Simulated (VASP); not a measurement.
Write the native input for VASP 6.6.1 that does the following.

```yaml
Task: single point
Functional: PBE
Potentials_or_basis: VASP PAW PBE potentials, release 64 (Al, Ni)
Cutoff: 520 eV
k_mesh: 16 × 16 × 16
Occupations: gaussian, width 0.15 eV
Spin: no spin polarisation
Dipole_correction: no
Further_INCAR_settings: ALGO = Normal; EDIFF = 1e-07; NBANDS = 14
```

The structure of AlNi lies in POSCAR:

```
AlNi
1.0
    2.9410322676      0.0000000000      0.0000000000
    0.0000000000      2.9410322676      0.0000000000
    0.0000000000      0.0000000000      2.9410322676
Al Ni
1 1
Direct
    0.0000000000      0.0000000000      0.0000000000
    0.5000000000      0.5000000000      0.5000000000
```

These files were run (other wordings do the same):

INCAR

```
PREC     = Accurate       # precision mode
ENCUT    = 520            # plane-wave cutoff, eV
EDIFF    = 1E-7           # SCF threshold, eV
ISMEAR   = 0              # smearing method
SIGMA    = 0.15           # smearing width, eV
LREAL    = False          # projectors in reciprocal space
LASPH    = True           # aspherical terms in the spheres
NELM     = 100            # most SCF steps
ALGO     = Normal         # electronic algorithm
ISIF     = 2              # what is computed and relaxed
LWAVE    = False          # write WAVECAR
LCHARG   = False          # write CHGCAR
GGA      = PE             # functional
NBANDS   = 14             # bands
```

KPOINTS

```
regular mesh
0
Gamma
  16 16 16
```

Potentials or basis: VASP PAW PBE potentials, release 64 (Al, Ni).

Run with:

```console
$ cat potpaw_PBE.64/Al/POTCAR potpaw_PBE.64/Ni/POTCAR > POTCAR
$ mpirun -np 1 vasp_std > vasp.out
```

It gave:

The pressure is -7.0 GPa.

Run time: 15 s on 1 thread of Intel(R) Xeon(R) 6975P-C (Granite Rapids), with other jobs on the host, peak memory 0.18 GiB.
